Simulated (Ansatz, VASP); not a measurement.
# TiHg: VASP beside Ansatz

The input INCAR:

```
PREC = Accurate ; ENCUT = 520
EDIFF = 1E-6 ; ISMEAR = -1
SIGMA = 0.08 ; LREAL = False
LASPH = True ; NELM = 60
ALGO = Normal ; ISIF = 2
LWAVE = False ; LCHARG = False
GGA = CA ; NBANDS = 19
```

File KPOINTS:

```
regular mesh
0
Gamma
  14 14 10
```

The input POSCAR:

```
TiHg
1.0
    3.0189967512      0.0000000000      0.0000000000
    0.0000000000      3.0189967512      0.0000000000
    0.0000000000      0.0000000000      4.0544253478
Ti Hg
1 1
Direct
    0.5000000000      0.5000000000      0.5000000000
    0.0000000000      0.0000000000      0.0000000000
```

Input for Ansatz:

```yaml
crystal:
  lattice:
    - [3.0189967512, 0.0, 0.0]
    - [0.0, 3.0189967512, 0.0]
    - [0.0, 0.0, 4.0544253478]
  atoms:
    - { symbol: Ti, position: [0.5, 0.5, 0.5] }
    - { symbol: Hg, position: [0.0, 0.0, 0.0] }
kpoints:
  mp_grid: { grid: [14, 14, 10] }
  band_path:
    path:
      - [0.0, 0.0, 0.0]
      - [0.0, 0.5, 0.0]
      - [0.5, 0.5, 0.0]
      - [0.0, 0.0, 0.0]
      - [0.0, 0.0, 0.5]
      - [0.0, 0.5, 0.5]
      - [0.5, 0.5, 0.5]
      - [0.0, 0.0, 0.5]
      - [0.0, 0.5, 0.0]
    npoints: 5
scf:
  occupations: { method: fermi_dirac, width: 0.08 }
hamiltonian:
  xc: lda
  pseudopotentials: { kind: all_electron, lapw: { basis_error: 0.001 } }
output:
  forces: true
  stress: true
  eigenvalues: true
```

Change from the starting cell: volume scaled by 1.01.

Alike in both runs: task single point; functional LDA; k mesh 14 × 14 × 10; occupations fermi-dirac, width 0.08 eV; no spin polarisation.

|  | VASP | Ansatz |
| --- | --- | --- |
| version | VASP 6.6.1 | Ansatz 0.2.0 |
| potentials or method | VASP PAW LDA potentials, release 64 (Ti_sv, Hg), cutoff 520 eV | all-electron LAPW, scalar-relativistic |

```tsv
	VASP	Ansatz	Ansatz less VASP
pressure (GPa)	-6.8	-7.6	-0.84
traceless stress, the component that is largest in VASP (GPa)	0.36	0.39	+0.034
```

LDA's correlation is that of Perdew and Zunger in VASP and of Perdew and Wang (1992) in Ansatz. Ansatz ran all-electron here, and VASP with PAW potentials.

Spin-orbit coupling is off throughout.
